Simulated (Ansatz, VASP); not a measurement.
**One calculation of FeI3, two programs**

Contents of INCAR:

```
SYSTEM = FeI3
PREC     = Accurate       ! precision mode
ENCUT    = 520            ! plane-wave cutoff, eV
EDIFF    = 1E-6           ! SCF threshold, eV
ISMEAR   = 0              ! smearing method
SIGMA    = 0.05           ! smearing width, eV
LREAL    = .False.        ! projectors in reciprocal space
LASPH    = .True.         ! aspherical terms in the spheres
NELM     = 80             ! most SCF steps
ALGO     = Normal         ! electronic algorithm
ISIF     = 2              ! what is computed and relaxed
LWAVE    = .False.        ! write WAVECAR
LCHARG   = .True.         ! write CHGCAR
GGA      = PE             ! functional
LELF     = .True.         ! ELF
LVHAR    = .True.       
NBANDS   = 22             ! bands
```

File KPOINTS:

```
regular mesh
0
Gamma
  6 6 6
  0 0 0
```

Contents of POSCAR:

```
FeI3
1.0
    5.5163773291      0.0000000000      0.0000000000
    0.0000000000      5.5163773291      0.0000000000
    0.0000000000      0.0000000000      5.5163773291
Fe I
1 3
Direct
    0.0000000000      0.0000000000      0.0000000000
    0.5000000000      0.0000000000      0.0000000000
    0.0000000000      0.0000000000      0.5000000000
    0.0000000000      0.5000000000      0.0000000000
```

Input for Ansatz:

```yaml
crystal:
  lattice:
    - [5.5163773291, 0.0, 0.0]
    - [0.0, 5.5163773291, 0.0]
    - [0.0, 0.0, 5.5163773291]
  atoms:
    - { symbol: Fe, position: [0.0, 0.0, 0.0] }
    - { symbol: I, position: [0.5, 0.0, 0.0] }
    - { symbol: I, position: [0.0, 0.0, 0.5] }
    - { symbol: I, position: [0.0, 0.5, 0.0] }
basis:
  ecutwfc: 420
  ecutrho_ratio: 4
kpoints:
  mp_grid: { grid: [6, 6, 6] }
hamiltonian:
  xc: pbe
scf:
  occupations: { method: gaussian, width: 0.05 }
output:
  forces: true
  stress: true
  eigenvalues: true
```

Alike in both runs: task single point; functional PBE; k mesh 6 × 6 × 6; occupations gaussian, width 0.05 eV; no spin polarisation.

|  | VASP | Ansatz |
| --- | --- | --- |
| version | VASP 6.6.1 | Ansatz 0.2.0 |
| potentials or method | VASP PAW PBE potentials, release 64 (Fe, I), cutoff 520 eV | scalar-relativistic, plane waves, PAW |
| valence electrons in the cell | 29 | 67 |

```tsv
	VASP	Ansatz	Ansatz less VASP
gap on the k mesh at the Fermi level (eV)	none	none	-
pressure (GPa)	-2.5	-2.5	+0.03
```

A gap of «none» marks a metal or a gap that the smearing closes. VASP's potentials hold 29 valence electrons a cell and Ansatz's 67, so a difference there can come from the potentials and not from the codes.

Spin-orbit coupling is off throughout.
